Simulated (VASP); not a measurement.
# TlInTe (P-6m2) in VASP: notebook

TlInTe is run at these levels: PBE; tasks: single point, relaxation of cell and atoms.

Everything below comes from runs of VASP 6.6.1. Logs are shortened: lines on timing, memory, paths and dates and some standing lists are left out, and cuts for length are marked.

### 1 The cell of the first run

The structure is hexagonal, space group P-6m2 (No. 187). Conventional cell: a = 5.253 Å, b = 5.253 Å, c = 4.211 Å, α = 90.00°, β = 90.00°, γ = 120.00°. Within 4.0 Å of Tl (site symmetry -6m2) lie 3 In at 3.03 Å and 6 Te at 3.69 Å. Within 4.0 Å of In (site symmetry -6m2) lie 3 Tl at 3.03 Å and 6 Te at 3.69 Å. Within 4.8 Å of Te (site symmetry -6m2) lie 6 Tl at 3.69 Å and 6 In at 3.69 Å and 2 Te at 4.21 Å.

The cell was generated, and may not be a known phase.

### 2 Single point, PBE

The input, INCAR:

```
SYSTEM = TlInTe
PREC = Accurate
ENCUT = 520
EDIFF = 1E-6
ISMEAR = 0
SIGMA = 0.1
LREAL = .False.
LASPH = .True.
NELM = 100
ALGO = Normal
ISIF = 2
LWAVE = .False.
LCHARG = .False.
GGA = PE
NBANDS = 23
```

The input, KPOINTS:

```
regular mesh
0
Gamma
  12 12 10
  0 0 0
```

The input, POSCAR:

```
TlInTe
1.0
    5.2527127860      0.0000000000      0.0000000000
   -2.6263563930      4.5489827115      0.0000000000
    0.0000000000      0.0000000000      4.2108570844
Tl In Te
1 1 1
Direct
    0.0000000000      0.0000000000      0.5000000000
    0.3333333333      0.6666666667      0.5000000000
    0.6666666667      0.3333333333      0.0000000000
```

Potentials or basis: VASP PAW PBE potentials, release 64 (Tl_d, In_d, Te).

Command:

```
> cat potpaw_PBE.64/Tl_d/POTCAR potpaw_PBE.64/In_d/POTCAR potpaw_PBE.64/Te/POTCAR > POTCAR
> mpirun -np 1 vasp_std > vasp.out
```

OUTCAR:

```text
SYSTEM = TlInTe
   PREC = Accurate
   ENCUT = 520
   EDIFF = 1E-6
   ISMEAR = 0
   LREAL = .False.
   LASPH = .True.
   NELM = 100
   ISIF = 2
   GGA = PE

 ion  position               nearest neighbor table
   1  0.000  0.000  0.500-   2 3.03   2 3.03   2 3.03   3 3.69   3 3.69   3 3.69   3 3.69   3 3.69
                             3 3.69
   2  0.333  0.667  0.500-   1 3.03   1 3.03   1 3.03   3 3.69   3 3.69   3 3.69   3 3.69   3 3.69
                             3 3.69
   3  0.667  0.333  0.000-   2 3.69   2 3.69   1 3.69   1 3.69   2 3.69   2 3.69   1 3.69   1 3.69
                             1 3.69   1 3.69   2 3.69   2 3.69

  LATTYP: Found a hexagonal cell.
 ALAT       =     5.2527127860
 C/A-ratio  =     0.8016537846

  Lattice vectors:

 A1 = (   5.2527127860,   0.0000000000,   0.0000000000)
 A2 = (  -2.6263563930,   4.5489827115,   0.0000000000)
 A3 = (   0.0000000000,   0.0000000000,   4.2108570844)

Analysis of symmetry for initial positions (statically):
=====================================================================
 Subroutine PRICEL returns:
 Original cell was already a primitive cell.

 Routine SETGRP: Setting up the symmetry group for a
 hexagonal supercell.

 Subroutine GETGRP returns: Found 12 space group operations
 (whereof 12 operations were pure point group operations)
 out of a pool of 24 trial point group operations.

The static configuration has the point symmetry D_3h.

Analysis of symmetry for dynamics (positions and initial velocities):
=====================================================================
 Subroutine PRICEL returns:
 Original cell was already a primitive cell.

 Routine SETGRP: Setting up the symmetry group for a
 hexagonal supercell.

 Subroutine GETGRP returns: Found 12 space group operations
 (whereof 12 operations were pure point group operations)
 out of a pool of 24 trial point group operations.

The dynamic configuration has the point symmetry D_3h.

 Subroutine INISYM returns: Found 12 space group operations
 (whereof 12 operations are pure point group operations),
 and found     1 'primitive' translations

----------------------------------------------------------------------------------------

                                     Primitive cell

  volume of cell :     100.6163

  direct lattice vectors                    reciprocal lattice vectors
     5.252712786  0.000000000  0.000000000     0.190377818  0.109914685  0.000000000
    -2.626356393  4.548982711  0.000000000     0.000000000  0.219829369  0.000000000
     0.000000000  0.000000000  4.210857084     0.000000000  0.000000000  0.237481344

  length of vectors
     5.252712786  5.252712786  4.210857084     0.219829369  0.219829369  0.237481344

  position of ions in fractional coordinates (direct lattice)
     0.000000000  0.000000000  0.500000000
     0.333333333  0.666666667  0.500000000
     0.666666667  0.333333333  0.000000000

  ion indices of the primitive-cell ions
   primitive index   ion index
                 1           1
                 2           2
                 3           3

----------------------------------------------------------------------------------------

 KPOINTS: regular mesh

Automatic generation of k-mesh.
 Grid dimensions read from file:
 generate k-points for:   12   12   10

 Generating k-lattice:

  Cartesian coordinates                     Fractional coordinates (reciprocal lattice)
     0.015864818  0.009159557  0.000000000     0.083333333 -0.000000000  0.000000000
     0.000000000  0.018319114  0.000000000     0.000000000  0.083333333  0.000000000
     0.000000000  0.000000000  0.023748134     0.000000000  0.000000000  0.100000000

  Length of vectors
     0.018319114  0.018319114  0.023748134

  Shift w.r.t. Gamma in fractional coordinates (k-lattice)
     0.000000000  0.000000000  0.000000000

 Subroutine IBZKPT returns following result:
 ===========================================

 Found    114 irreducible k-points:

 Following reciprocal coordinates:
            Coordinates               Weight
  0.000000  0.000000  0.000000      1.000000
  0.083333  0.000000  0.000000      6.000000
  0.166667  0.000000  0.000000      6.000000
  0.250000 -0.000000  0.000000      6.000000
  0.333333 -0.000000  0.000000      6.000000
  0.416667  0.000000  0.000000      6.000000
[... 16 lines left out ...]
  0.250000 -0.000000  0.100000     12.000000
  0.333333 -0.000000  0.100000     12.000000
 [... further k-points ...]
   k-points           NKPTS =    114   k-points in BZ     NKDIM =    114   number of bands    NBANDS=     23
   number of dos      NEDOS =    301   number of ions     NIONS =      3
   total plane-waves  NPLWV =  51200
   dimension x,y,z NGX =    40 NGY =   40 NGZ =   32
   dimension x,y,z NGXF=    80 NGYF=   80 NGZF=   64
   ions per type =               1   1   1
   NGX,Y,Z   is equivalent  to a cutoff of  12.66, 12.66, 12.63 a.u.
   NGXF,Y,Z  is equivalent  to a cutoff of  25.32, 25.32, 25.27 a.u.
 SYSTEM =  TlInTe
   PREC   = accura    normal or accurate (medium, high low for compatibility)
   ISTART =      0    job   : 0-new  1-cont  2-samecut
   ICHARG =      2    charge: 1-file 2-atom 10-const
   ISPIN  =      1    spin polarized calculation?
   LNONCOLLINEAR =      F non collinear calculations
   LSORBIT =      F    spin-orbit coupling
   LASPH  =      T    aspherical Exc in radial PAW
   ENCUT  =  520.0 eV  38.22 Ry    6.18 a.u.   9.77  9.77  7.83*2*pi/ulx,y,z
   NELM   =    100;   NELMIN=  2; NELMDL= -5     # of ELM steps
   EDIFF  = 0.1E-05   stopping-criterion for ELM
   LREAL  =      F    real-space projection
   EDIFFG = 0.1E-04   stopping-criterion for IOM
   NSW    =      0    number of steps for IOM
   IBRION =     -1    ionic relax: 0-MD 1-quasi-New 2-CG
   NFREE  =      0    steps in history (QN), initial steepest desc. (CG)
   ISIF   =      2    stress and relaxation
   ISYM   =      2    0-nonsym 1-usesym 2-fastsym
   POTIM  = 0.5000    time-step for ionic-motion
   TEBEG  =    0.0;   TEEND  =   0.0 temperature during run
   PSTRESS=    0.0 pullay stress
   NELECT =      32.0000    total number of electrons
   NUPDOWN=      -1.0000    fix difference up-down
   EMIN   =  10.00;   EMAX   =-10.00  energy-range for DOS
   EFERMI =   0.00;   METHOD = LEGACY
   ISMEAR =     0;   SIGMA  =   0.10  broadening in eV -4-tet -1-fermi 0-gaus
   EFERMI_NEDOS =   21; number of points for ismear=-14 and -15
   IALGO  =     38    algorithm
   IMIX   =      4    mixing-type and parameters
     AMIX     =   0.40;   BMIX     =  1.00
     AMIX_MAG =   1.60;   BMIX_MAG =  1.00
  volume/ion in A,a.u.               =      33.54       226.33
  Fermi-wavevector in a.u.,A,eV,Ry     =   1.117469  2.111710 16.990087  1.248736
  Thomas-Fermi vector in A             =   2.254092
   LORBIT       =      0    0 simple, 1 ext, 2 COOP (PROOUT), +10 PAW based schemes
   GGA     = PE    functional components
   LHFCALC =     F    Hartree Fock is set to
   AEXX    =    0.0000 exact exchange contribution
   IVDW    =     0    specifies the selected vdW correction
   LEPSILON=     F    determine dielectric tensor
   LRPA    =     F    only Hartree local field effects (RPA)
 non-spin polarized calculation
 Gauss-broadening in eV      SIGMA  =   0.10
  energy-cutoff  :      520.00
  volume of cell :      100.62
 maximum number of plane-waves:      2735
 NGX is ok and might be reduce to    40
   NGX = 19   NGY = 19   NGZ = 15

 number of electron      32.0000006 magnetization

 Free energy of the ion-electron system (eV)
  ---------------------------------------------------
  ext. energy  EPLUGINS =         0.00000000
  ---------------------------------------------------
  free energy    TOTEN  =        -8.02282748 eV

  energy without entropy =       -8.02034699  energy(sigma->0) =       -8.02158723

 E-fermi :   5.1745     XC(G=0):  -9.1945

 val. band max:        5.1342995398   @ k =   0.3333   0.3333   0.0000
 cond. band min:       5.1930489634   @ k =   0.0833   0.0000   0.5000
 fundamental gap:      0.0587494236
 Fermi energy:         5.1745275694

 k-point     1 :       0.0000    0.0000    0.0000
  band No.  band energies     occupation
      1      -9.5340      2.00000
      2      -9.5330      2.00000
      3      -9.5330      2.00000
      4      -9.4784      2.00000
      5      -9.4784      2.00000
      6      -6.4474      2.00000
[... 15 lines left out ...]
     22      11.7397      0.00000
     23      12.1760      0.00000

 k-point     2 :       0.0833    0.0000    0.0000
  band No.  band energies     occupation
      1      -9.5367      2.00000
      2      -9.5336      2.00000
      3      -9.5312      2.00000
      4      -9.4785      2.00000
      5      -9.4784      2.00000
      6      -6.4486      2.00000
[... 15 lines left out ...]
     22      11.6437      0.00000
     23      11.9839      0.00000

 k-point     3 :       0.1667    0.0000    0.0000
  band No.  band energies     occupation
      1      -9.5414      2.00000
      2      -9.5354      2.00000
      3      -9.5293      2.00000
      4      -9.4789      2.00000
      5      -9.4785      2.00000
      6      -6.4529      2.00000
[... 15 lines left out ...]
     22      11.4345      0.00000
     23      11.5093      0.00000

 k-point     4 :       0.2500   -0.0000    0.0000
  band No.  band energies     occupation
      1      -9.5472      2.00000
      2      -9.5379      2.00000
      3      -9.5274      2.00000
      4      -9.4793      2.00000
      5      -9.4786      2.00000
      6      -6.4592      2.00000
[... 15 lines left out ...]
     22      10.9599      0.00000
     23      11.2324      0.00000

 k-point     5 :       0.3333   -0.0000    0.0000
  band No.  band energies     occupation
      1      -9.5530      2.00000
      2      -9.5403      2.00000
      3      -9.5257      2.00000
      4      -9.4797      2.00000
      5      -9.4786      2.00000
      6      -6.4654      2.00000
[... 434 lines left out ...]
 k-point    22 :       0.1667    0.0000    0.1000
  band No.  band energies     occupation
      1      -9.5407      2.00000
      2      -9.5352      2.00000
      3      -9.5265      2.00000
      4      -9.4802      2.00000
      5      -9.4799      2.00000
      6      -6.4511      2.00000
[... 15 lines left out ...]
     22      10.9544      0.00000
     23      11.2962      0.00000

 k-point    23 :       0.2500   -0.0000    0.1000
  band No.  band energies     occupation
      1      -9.5467      2.00000
      2      -9.5377      2.00000
      3      -9.5244      2.00000
      4      -9.4806      2.00000
      5      -9.4801      2.00000
      6      -6.4567      2.00000
[... 15 lines left out ...]
     22      10.8575      0.00000
     23      11.2858      0.00000

 k-point    24 :       0.3333   -0.0000    0.1000
  band No.  band energies     occupation
      1      -9.5526      2.00000
      2      -9.5402      2.00000
      3      -9.5226      2.00000
      4      -9.4811      2.00000
      5      -9.4804      2.00000
      6      -6.4625      2.00000
[... 15 lines left out ...]
     22      10.8875      0.00000
     23      11.7108      0.00000

 [... further k-points ...]
[... 5 lines left out ...]
  --------------------------------------------------------------------------------------
  -------------------------------------------------------------------------------------
  Total       -0.0058222     -0.0058222     -0.0369300      0.0000000      0.0000000      0.0000000
  in kB       -0.0927108     -0.0927108     -0.5880596      0.0000000      0.0000000      0.0000000
  external PRESSURE =      -0.2578271 kB  Pullay stress =       0.0000000 kB

 VOLUME and BASIS-vectors are now :
 -----------------------------------------------------------------------------
  energy-cutoff  :      520.00
  volume of cell :      100.62
      direct lattice vectors                 reciprocal lattice vectors
     5.252712786  0.000000000  0.000000000     0.190377818  0.109914685  0.000000000
    -2.626356393  4.548982711  0.000000000     0.000000000  0.219829369  0.000000000
     0.000000000  0.000000000  4.210857084     0.000000000  0.000000000  0.237481344

 POSITION                                       TOTAL-FORCE (eV/Angst)
 -----------------------------------------------------------------------------------
      0.00000      0.00000      2.10543         0.000000     -0.000000      0.000000
     -0.00000      3.03266      2.10543         0.000000     -0.000000      0.000000
      2.62636      1.51633      0.00000        -0.000000      0.000000      0.000000
 -----------------------------------------------------------------------------------
    total drift:                               -0.000000      0.000000     -0.000000

  FREE ENERGIE OF THE ION-ELECTRON SYSTEM (eV)
  ---------------------------------------------------
  free  energy   TOTEN  =        -8.0228274759 eV

  energy  without entropy=       -8.0203469860  energy(sigma->0) =       -8.02158723
```

It took 1.7 min on 1 thread of AMD EPYC 9R45 (Zen 5), shared host; peak memory 0.4 GiB.

Results:

```yaml
Free_energy: -8.0228 eV
Pressure: 0.0 GPa
Band_gap_on_the_k_mesh: zero (bands 16 and 17 overlap by 0.69 eV)
```

Caveat: spin-orbit coupling is left out, which moves the levels of the heavy elements.

### 3 Relaxation of cell and atoms, PBE

This run uses another cell than the first one, of 34.30 Å³/atom.

The input, INCAR:

```
SYSTEM = TlInTe
PREC = Accurate ; ENCUT = 600
EDIFF = 1E-6 ; ISMEAR = 0
SIGMA = 0.1 ; LREAL = .False.
LASPH = .True. ; NELM = 100
ALGO = Normal ; ISIF = 3
LWAVE = .False. ; LCHARG = .False.
GGA = PE ; IBRION = 2
NSW = 100 ; EDIFFG = -0.01
```

KPOINTS is that of step 2.

The input, POSCAR:

```
TlInTe
1.0
    4.8018231000      0.0000000000      0.0000000000
   -2.4009115500      4.1585007900      0.0000000000
    0.0000000000      0.0000000000      5.1531600100
Tl In Te
1 1 1
Direct
    0.0000000000      0.0000000000      0.5000000000
    0.3333333300      0.6666666700      0.5000000000
    0.6666666700      0.3333333300      0.0000000000
```

Potentials or basis: VASP PAW PBE potentials, release 64 (Tl_d, In_d, Te).

Command:

```
> cat potpaw_PBE.64/Tl_d/POTCAR potpaw_PBE.64/In_d/POTCAR potpaw_PBE.64/Te/POTCAR > POTCAR
> mpirun -np 1 vasp_std > vasp.out
```

It took 12 min on 1 thread of AMD EPYC 9R45 (Zen 5), shared host; peak memory 0.5 GiB.

It converged, with:

```yaml
Free_energy: -8.0209 eV
Relaxed_volume: 33.51 Å³/atom
Relaxed_cell: a = 5.252 Å, b = 5.252 Å, c = 4.209 Å, α = 90.00°, β = 90.00°, γ = 120.00°
Space_group_after_relaxing_to_0.1_Å: P-6m2 (No. 187)
Energy_gained_by_relaxing: 221.5 meV/atom
Ionic_steps: 10
Pressure_after_relaxing: 0.0 GPa
Band_gap_on_the_k_mesh: zero (bands 16 and 17 overlap by 0.69 eV)
```

The path:
```
step  energy change (eV)  largest force (eV/Å)  pressure (GPa)  volume (Å³)
   1              0.0000                0.0000            1.59       102.90
   2             -0.4293                0.0000           -0.63       107.57
   3             -0.5770                0.0000           -1.93       111.49
   4             -0.6552                0.0000           -0.72       103.96
   5             -0.6641                0.0000           -0.15       101.20
   6             -0.6644                0.0000           -0.02       100.64
   7             -0.6643                0.0000           -0.08       100.85
   8             -0.6644                0.0000           -0.04       100.75
   9             -0.6644                0.0000           -0.06       100.75
  10             -0.6644                0.0000            0.02       100.54
```

Final structure:
```
Tl In Te
1.0
     5.25212    0.00000    0.00000
    -2.62606    4.54847    0.00000
     0.00000    0.00000    4.20876
Tl In Te
1 1 1
Cartesian
  0.0000 0.0000 2.1044
  0.0000 3.0323 2.1044
  2.6261 1.5162 4.2088
```

Levels at points of the mesh, in eV from the Fermi level:
```tsv
k point	band 13	band 14	band 15	band 16	band 17	band 18	band 19	band 20
(0.00, 0.00, 0.00)	-1.85	-1.66	-1.66	-0.97	0.05	0.05	4.03	4.22
(0.50, 0.00, 0.00)	-4.69	-2.87	-0.20	0.18	2.23	2.34	2.81	4.90
(0.00, 0.00, 0.50)	-1.30	-0.94	-0.94	-0.52	-0.52	0.91	0.91	3.28
(0.50, 0.00, 0.50)	-4.84	-3.04	-1.67	-1.16	-0.43	0.72	3.69	4.70
```

Caveat: a cell axis changed by over 15 % at a fixed basis, so the end point is rough; spin-orbit coupling is left out, which moves the levels of the heavy elements.

### 4 Single point, PBE

This run uses another cell than the first one, of 34.30 Å³/atom.

The input, INCAR:

```
SYSTEM = TlInTe
PREC     = Accurate       ! precision mode
ENCUT    = 520            ! plane-wave cutoff, eV
EDIFF    = 1E-6           ! SCF threshold, eV
ISMEAR   = 0              ! smearing method
SIGMA    = 0.1            ! smearing width, eV
LREAL    = .FALSE.        ! projectors in reciprocal space
LASPH    = .TRUE.         ! aspherical terms in the spheres
NELM     = 100            ! most SCF steps
ALGO     = Normal         ! electronic algorithm
ISIF     = 2              ! what is computed and relaxed
LWAVE    = .FALSE.        ! write WAVECAR
LCHARG   = .TRUE.         ! write CHGCAR
GGA      = PE             ! functional
LELF     = .TRUE.         ! ELF
LVHAR    = .TRUE.       
NBANDS   = 23             ! bands
```

The input, KPOINTS:

```
Automatic mesh
0
G
  6 6 4
  0 0 0
```

POSCAR is that of step 3.

Command:

```
> cat potpaw_PBE.64/Tl_d/POTCAR potpaw_PBE.64/In_d/POTCAR potpaw_PBE.64/Te/POTCAR > POTCAR
> mpirun -np 1 vasp_std > vasp.out
```

It took 27 s on 1 thread of AMD EPYC 9R45 (Zen 5), shared host; peak memory 0.21 GiB.

Results (log left out):

```
Free energy            : -7.3501 eV
Pressure               : 1.4 GPa
Band gap on the k mesh : zero (bands 16 and 17 overlap by 0.81 eV)
```

Stress tensor (GPa, compression positive):
```
 5.03  0.00  0.00
 0.00  5.03  0.00
 0.00  0.00 -5.87
```

Levels at points of the mesh, in eV from the Fermi level:
```csv
k point,band 13,band 14,band 15,band 16,band 17,band 18,band 19,band 20
"(0.00, 0.00, 0.00)",-2.16,-0.32,-0.32,0.41,1.19,1.19,3.62,4.27
"(0.50, 0.00, 0.00)",-4.33,-1.70,-0.83,-0.39,1.49,1.77,2.42,4.27
"(0.00, 0.00, 0.50)",-0.13,-0.06,-0.06,0.45,0.79,1.43,1.43,4.39
"(0.50, 0.00, 0.50)",-4.89,-2.49,-0.64,-0.43,-0.30,2.13,4.61,4.79
```

Caveat: the stress differs along the axes, from -6 to 5 GPa; spin-orbit coupling is left out, which moves the levels of the heavy elements.

### 5 Summary

```csv
task,cell,k mesh,cutoff (eV),gap on the mesh (eV),pressure (GPa)
single point,"a = 5.253, b = 5.253, c = 4.211 Å, angles 90.0, 90.0, 120.0°, 3 atoms",12 × 12 × 10,520,none,0.0
relaxation of cell and atoms,"relaxed from a = 4.802, b = 4.802, c = 5.153 Å, angles 90.0, 90.0, 120.0°, 3 atoms",12 × 12 × 10,600,none,0.0
single point,"a = 4.802, b = 4.802, c = 5.153 Å, angles 90.0, 90.0, 120.0°, 3 atoms",6 × 6 × 4,520,none,1.4
```

Alike in all rows: level PBE; potentials or basis VASP PAW PBE potentials, release 64 (Tl_d, In_d, Te); no spin polarisation; smearing gaussian 0.1 eV.

Caveats: spin-orbit coupling is left out, which moves the levels of the heavy elements; a cell axis changed by over 15 % at a fixed basis, so the end point is rough (at least some runs); the stress differs along the axes, from -6 to 5 GPa (at least some runs).

Absolute energies hang on the potentials; compare differences alone.

The gap in the log of VASP goes by the Fermi energy; the results here count the filled bands.